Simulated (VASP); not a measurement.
# TiAu (Pmma) in VASP: a series of runs

Runs on TiAu. Level: LDA. Tasks: single point.

All numbers are computed with VASP 6.6.1; they aren't measurements. Logs are shortened: lines on timing, memory, paths and dates and some standing lists are left out, and cuts for length are marked.

## 1. The cell of the first run

It takes space group Pmma (No. 51, orthorhombic). The conventional cell has a = 4.615 Å, b = 2.955 Å, c = 4.948 Å, α = 90.00°, β = 90.00°, γ = 90.00°. Within 3.7 Å of Ti (site symmetry mm2) lie 8 Au at 2.83 to 2.90 Å and 4 Ti at 2.91 to 2.96 Å. Au (site symmetry mm2) has 8 Ti at 2.83 to 2.90 Å and 4 Au at 2.89 to 2.96 Å within 3.7 Å.

## 2. Single point, LDA

INCAR reads:

```
ALGO = Normal
EDIFF = 1E-6
ENCUT = 520
GGA = CA
ISIF = 2
ISMEAR = -1
LASPH = True
LCHARG = False
LREAL = False
LWAVE = False
NBANDS = 31
NELM = 60
PREC = Accurate
SIGMA = 0.15
```

KPOINTS reads:

```
k-points
0
Gamma
  5 8 5
```

POSCAR reads:

```
TiAu
1.0
    4.6150710000      0.0000000000      0.0000000000
    0.0000000000      2.9551940000      0.0000000000
    0.0000000000      0.0000000000      4.9475130000
Ti Au
2 2
Direct
    0.2500000000      0.0000000000      0.8201910000
    0.7500000000      0.0000000000      0.1798090000
    0.2500000000      0.5000000000      0.3241100000
    0.7500000000      0.5000000000      0.6758900000
```

Potentials or basis: VASP PAW LDA potentials, release 64 (Ti_sv, Au).

Launch:

```
> cat potpaw_LDA.64/Ti_sv/POTCAR potpaw_LDA.64/Au/POTCAR > POTCAR
> mpirun -np 1 vasp_std > vasp.out
```

OUTCAR:

```text
EDIFF = 1E-6
   ENCUT = 520
   GGA = CA
   ISIF = 2
   ISMEAR = -1
   LASPH = True
   LREAL = False
   NELM = 60
   PREC = Accurate

 ion  position               nearest neighbor table
   1  0.250  0.000  0.820-   4 2.83   4 2.83   4 2.83   4 2.83   3 2.86   3 2.86   3 2.90   3 2.90
                             2 2.91   2 2.91
   2  0.750  0.000  0.180-   3 2.83   3 2.83   3 2.83   3 2.83   4 2.86   4 2.86   4 2.90   4 2.90
                             1 2.91   1 2.91
   3  0.250  0.500  0.324-   2 2.83   2 2.83   2 2.83   2 2.83   1 2.86   1 2.86   4 2.89   4 2.89
                             1 2.90   1 2.90
   4  0.750  0.500  0.676-   1 2.83   1 2.83   1 2.83   1 2.83   2 2.86   2 2.86   3 2.89   3 2.89
                             2 2.90   2 2.90

  LATTYP: Found a simple orthorhombic cell.
 ALAT       =     2.9551940000
 B/A-ratio  =     1.5616812297
 C/A-ratio  =     1.6741753672

  Lattice vectors:

 A1 = (   0.0000000000,  -2.9551940000,   0.0000000000)
 A2 = (   4.6150710000,   0.0000000000,   0.0000000000)
 A3 = (   0.0000000000,   0.0000000000,   4.9475130000)

Analysis of symmetry for initial positions (statically):
=====================================================================
 Subroutine PRICEL returns:
 Original cell was already a primitive cell.

 Routine SETGRP: Setting up the symmetry group for a
 simple orthorhombic supercell.

 Subroutine GETGRP returns: Found  8 space group operations
 (whereof  4 operations were pure point group operations)
 out of a pool of  8 trial point group operations.

The static configuration has the point symmetry C_2h.
 The point group associated with its full space group is D_2h.

Analysis of symmetry for dynamics (positions and initial velocities):
=====================================================================
 Subroutine PRICEL returns:
 Original cell was already a primitive cell.

 Routine SETGRP: Setting up the symmetry group for a
 simple orthorhombic supercell.

 Subroutine GETGRP returns: Found  8 space group operations
 (whereof  4 operations were pure point group operations)
 out of a pool of  8 trial point group operations.

The dynamic configuration has the point symmetry C_2h.
 The point group associated with its full space group is D_2h.

 Subroutine INISYM returns: Found  8 space group operations
 (whereof  4 operations are pure point group operations),
 and found     1 'primitive' translations

----------------------------------------------------------------------------------------

                                     Primitive cell

  volume of cell :      67.4763

  direct lattice vectors                    reciprocal lattice vectors
     4.615071000  0.000000000  0.000000000     0.216681390  0.000000000  0.000000000
     0.000000000  2.955194000  0.000000000     0.000000000  0.338387260  0.000000000
     0.000000000  0.000000000  4.947513000     0.000000000  0.000000000  0.202121753

  length of vectors
     4.615071000  2.955194000  4.947513000     0.216681390  0.338387260  0.202121753

  position of ions in fractional coordinates (direct lattice)
     0.250000000  0.000000000  0.820191000
     0.750000000  0.000000000  0.179809000
     0.250000000  0.500000000  0.324110000
     0.750000000  0.500000000  0.675890000

  ion indices of the primitive-cell ions
   primitive index   ion index
                 1           1
                 2           2
                 3           3
                 4           4

----------------------------------------------------------------------------------------

 KPOINTS: k-points

Automatic generation of k-mesh.
 Grid dimensions read from file:
 generate k-points for:    5    8    5

 Generating k-lattice:

  Cartesian coordinates                     Fractional coordinates (reciprocal lattice)
     0.043336278  0.000000000  0.000000000     0.200000000  0.000000000  0.000000000
     0.000000000  0.042298407  0.000000000     0.000000000  0.125000000  0.000000000
     0.000000000  0.000000000  0.040424351     0.000000000  0.000000000  0.200000000

  Length of vectors
     0.043336278  0.042298407  0.040424351

  Shift w.r.t. Gamma in fractional coordinates (k-lattice)
     0.000000000  0.000000000  0.000000000

 Subroutine IBZKPT returns following result:
 ===========================================

 Found     45 irreducible k-points:

 Following reciprocal coordinates:
            Coordinates               Weight
  0.000000  0.000000  0.000000      1.000000
  0.200000  0.000000  0.000000      2.000000
  0.400000  0.000000  0.000000      2.000000
  0.000000  0.125000  0.000000      2.000000
  0.200000  0.125000  0.000000      4.000000
  0.400000  0.125000  0.000000      4.000000
[... 16 lines left out ...]
  0.200000  0.250000  0.200000      8.000000
  0.400000  0.250000  0.200000      8.000000
 [... further k-points ...]
   k-points           NKPTS =     45   k-points in BZ     NKDIM =     45   number of bands    NBANDS=     31
   number of dos      NEDOS =    301   number of ions     NIONS =      4
   total plane-waves  NPLWV =  34560
   dimension x,y,z NGX =    36 NGY =   24 NGZ =   40
   dimension x,y,z NGXF=    72 NGYF=   48 NGZF=   80
   ions per type =               2   2
   NGX,Y,Z   is equivalent  to a cutoff of  12.97, 13.50, 13.44 a.u.
   NGXF,Y,Z  is equivalent  to a cutoff of  25.94, 27.00, 26.88 a.u.
 SYSTEM =  unknown system
   PREC   = accura    normal or accurate (medium, high low for compatibility)
   ISTART =      0    job   : 0-new  1-cont  2-samecut
   ICHARG =      2    charge: 1-file 2-atom 10-const
   ISPIN  =      1    spin polarized calculation?
   LNONCOLLINEAR =      F non collinear calculations
   LSORBIT =      F    spin-orbit coupling
   LASPH  =      T    aspherical Exc in radial PAW
   ENCUT  =  520.0 eV  38.22 Ry    6.18 a.u.   8.58  5.49  9.20*2*pi/ulx,y,z
   NELM   =     60;   NELMIN=  2; NELMDL= -5     # of ELM steps
   EDIFF  = 0.1E-05   stopping-criterion for ELM
   LREAL  =      F    real-space projection
   EDIFFG = 0.1E-04   stopping-criterion for IOM
   NSW    =      0    number of steps for IOM
   IBRION =     -1    ionic relax: 0-MD 1-quasi-New 2-CG
   NFREE  =      0    steps in history (QN), initial steepest desc. (CG)
   ISIF   =      2    stress and relaxation
   ISYM   =      2    0-nonsym 1-usesym 2-fastsym
   POTIM  = 0.5000    time-step for ionic-motion
   TEBEG  =    0.0;   TEEND  =   0.0 temperature during run
   PSTRESS=    0.0 pullay stress
   NELECT =      46.0000    total number of electrons
   NUPDOWN=      -1.0000    fix difference up-down
   EMIN   =  10.00;   EMAX   =-10.00  energy-range for DOS
   EFERMI =   0.00;   METHOD = LEGACY
   ISMEAR =    -1;   SIGMA  =   0.15  broadening in eV -4-tet -1-fermi 0-gaus
   EFERMI_NEDOS =   21; number of points for ismear=-14 and -15
   IALGO  =     38    algorithm
   IMIX   =      4    mixing-type and parameters
     AMIX     =   0.40;   BMIX     =  1.00
     AMIX_MAG =   1.60;   BMIX_MAG =  1.00
  volume/ion in A,a.u.               =      16.87       113.84
  Fermi-wavevector in a.u.,A,eV,Ry     =   1.440822  2.722759 28.245260  2.075968
  Thomas-Fermi vector in A             =   2.559523
   LORBIT       =      0    0 simple, 1 ext, 2 COOP (PROOUT), +10 PAW based schemes
   GGA     = CA    functional components
   LHFCALC =     F    Hartree Fock is set to
   AEXX    =    0.0000 exact exchange contribution
   IVDW    =     0    specifies the selected vdW correction
   LEPSILON=     F    determine dielectric tensor
   LRPA    =     F    only Hartree local field effects (RPA)
 non-spin polarized calculation
  energy-cutoff  :      520.00
  volume of cell :       67.48
 maximum number of plane-waves:      1837
 NGX is ok and might be reduce to    36
   NGX = 17   NGY = 11   NGZ = 19

 number of electron      46.0000003 magnetization

 Free energy of the ion-electron system (eV)
  ---------------------------------------------------
  ext. energy  EPLUGINS =         0.00000000
  ---------------------------------------------------
  free energy    TOTEN  =       -27.78943403 eV

  energy without entropy =      -27.39840268  energy(sigma->0) =      -27.59391835

 E-fermi :   9.2638     XC(G=0): -12.4949

 val. band max:        9.2632448042   @ k =   0.0000   0.3750   0.4000
 cond. band min:       9.2652559098   @ k =   0.0000   0.2500   0.4000
 fundamental gap:      0.0020111057
 Fermi energy:         9.2637819055

 k-point     1 :       0.0000    0.0000    0.0000
  band No.  band energies     occupation
      1     -47.2041      2.00000
      2     -47.1608      2.00000
      3     -23.9306      2.00000
      4     -23.9272      2.00000
      5     -23.8088      2.00000
      6     -23.7150      2.00000
[... 23 lines left out ...]
     30      11.6863      0.00000
     31      12.0868      0.00000

 k-point     2 :       0.2000    0.0000    0.0000
  band No.  band energies     occupation
      1     -47.1998      2.00000
      2     -47.1649      2.00000
      3     -23.9378      2.00000
      4     -23.9303      2.00000
      5     -23.7940      2.00000
      6     -23.7231      2.00000
[... 23 lines left out ...]
     30      11.6039      0.00000
     31      11.7036      0.00000

 k-point     3 :       0.4000    0.0000    0.0000
  band No.  band energies     occupation
      1     -47.1889      2.00000
      2     -47.1755      2.00000
      3     -23.9437      2.00000
      4     -23.9384      2.00000
      5     -23.7668      2.00000
      6     -23.7422      2.00000
[... 23 lines left out ...]
     30      11.5762      0.00000
     31      11.5910      0.00000

 k-point     4 :       0.0000    0.1250    0.0000
  band No.  band energies     occupation
      1     -47.1988      2.00000
      2     -47.1558      2.00000
      3     -23.9255      2.00000
      4     -23.9222      2.00000
      5     -23.8044      2.00000
      6     -23.7109      2.00000
[... 635 lines left out ...]
     30      12.2477      0.00000
     31      13.9457      0.00000

 k-point    23 :       0.2000    0.2500    0.2000
  band No.  band energies     occupation
      1     -47.1817      2.00000
      2     -47.1478      2.00000
      3     -23.9218      2.00000
      4     -23.9108      2.00000
      5     -23.7874      2.00000
      6     -23.7809      2.00000
[... 23 lines left out ...]
     30      12.3177      0.00000
     31      12.6917      0.00000

 k-point    24 :       0.4000    0.2500    0.2000
  band No.  band energies     occupation
      1     -47.1712      2.00000
      2     -47.1583      2.00000
      3     -23.9291      2.00000
      4     -23.9228      2.00000
      5     -23.7763      2.00000
      6     -23.7640      2.00000
[... 23 lines left out ...]
     30      11.4841      0.00000
     31      12.7036      0.00000

 [... further k-points ...]
[... 5 lines left out ...]
  --------------------------------------------------------------------------------------
  -------------------------------------------------------------------------------------
  Total       -3.5967374     -4.6967180     -3.6168322      0.0000000      0.0000000     -0.0000000
  in kB      -85.4019891   -111.5202527    -85.8791251      0.0000000      0.0000000     -0.0000000
  external PRESSURE =     -94.2671223 kB  Pullay stress =       0.0000000 kB

 VOLUME and BASIS-vectors are now :
 -----------------------------------------------------------------------------
  energy-cutoff  :      520.00
  volume of cell :       67.48
      direct lattice vectors                 reciprocal lattice vectors
     4.615071000  0.000000000  0.000000000     0.216681390  0.000000000  0.000000000
     0.000000000  2.955194000  0.000000000     0.000000000  0.338387260  0.000000000
     0.000000000  0.000000000  4.947513000     0.000000000  0.000000000  0.202121753

 POSITION                                       TOTAL-FORCE (eV/Angst)
 -----------------------------------------------------------------------------------
      1.15377      0.00000      4.05791        -0.000000     -0.000000     -0.265777
      3.46130      0.00000      0.88961         0.000000     -0.000000      0.265777
      1.15377      1.47760      1.60354         0.000000      0.000000     -0.125941
      3.46130      1.47760      3.34397        -0.000000     -0.000000      0.125941
 -----------------------------------------------------------------------------------
    total drift:                                0.000000      0.000000     -0.000000

  FREE ENERGIE OF THE ION-ELECTRON SYSTEM (eV)
  ---------------------------------------------------
  free  energy   TOTEN  =       -27.7894340297 eV

  energy  without entropy=      -27.3984026761  energy(sigma->0) =      -27.59391835
```

Run time: 78 s. Hardware: 1 thread of Intel Xeon 6975P-C, shared host; peak memory 0.21 GiB.

What came out:

- Free energy: -27.7894 eV
- Pressure: -9.4 GPa
- Largest force: 0.266 eV/Å
- Band gap on the k mesh: zero (band 23 reaches 9.55 eV, above the bottom of band 24 at 8.66 eV)

Forces in eV/Å, atoms in the order of the input:
```
Ti   0.000  0.000 -0.266
Ti   0.000  0.000  0.266
Au   0.000  0.000 -0.126
Au   0.000  0.000  0.126
```

Stress tensor (GPa, compression positive):
```
 -8.54   0.00   0.00
  0.00 -11.15   0.00
  0.00   0.00  -8.59
```

Caveat: spin-orbit coupling is left out, which moves the levels of the heavy elements.

## 3. Single point, LDA

INCAR reads:

```
  PREC = Accurate
  ENCUT = 520
  EDIFF = 1E-7
  ISMEAR = -1
  SIGMA = 0.15
  LREAL = False
  LASPH = True
  NELM = 60
  ALGO = Normal
  ISIF = 2
  LWAVE = False
  LCHARG = False
  NBANDS = 31
```

KPOINTS reads:

```
Automatic mesh
0
Gamma
  5 8 5
```

POSCAR is that of step 2.

Potentials or basis: VASP PAW LDA potentials, release 64 (Ti_sv, Au).

Launch:

```
> cat potpaw_LDA.64/Ti_sv/POTCAR potpaw_LDA.64/Au/POTCAR > POTCAR
> mpirun -np 1 vasp_std > vasp.out
```

Wall time 74 s (1 thread of Intel Xeon 6975P-C, shared host); peak memory 0.21 GiB.

The run converged. Its results:

| Quantity | Value |
| --- | --- |
| Free energy | -27.7894 eV |
| Pressure | -9.4 GPa |
| Largest force | 0.266 eV/Å |
| Band gap on the k mesh | zero (band 23 reaches 9.55 eV, above the bottom of band 24 at 8.66 eV) |

Forces on the atoms (eV/Å):
```
Ti   0.000  0.000 -0.266
Ti   0.000  0.000  0.266
Au   0.000  0.000 -0.126
Au   0.000  0.000  0.126
```

Stress tensor (GPa, compression positive):
```
 -8.55   0.00   0.00
  0.00 -11.17   0.00
  0.00   0.00  -8.60
```

Levels at points of the mesh, in eV from the Fermi level:
| k point | band 19 | band 20 | band 21 | band 22 | band 23 | band 24 | band 25 | band 26 | band 27 | band 28 |
| --- | --- | --- | --- | --- | --- | --- | --- | --- | --- | --- |
| (0.00, 0.00, 0.00) | -3.81 | -2.85 | -1.23 | -0.31 | -0.24 | 0.02 | 0.04 | 1.71 | 1.92 | 2.00 |
| (0.00, 0.50, 0.00) | -2.93 | -1.68 | -1.27 | -1.04 | -1.01 | -0.07 | -0.07 | 0.98 | 1.81 | 2.39 |

Caveat: spin-orbit coupling is left out, which moves the levels of the heavy elements.
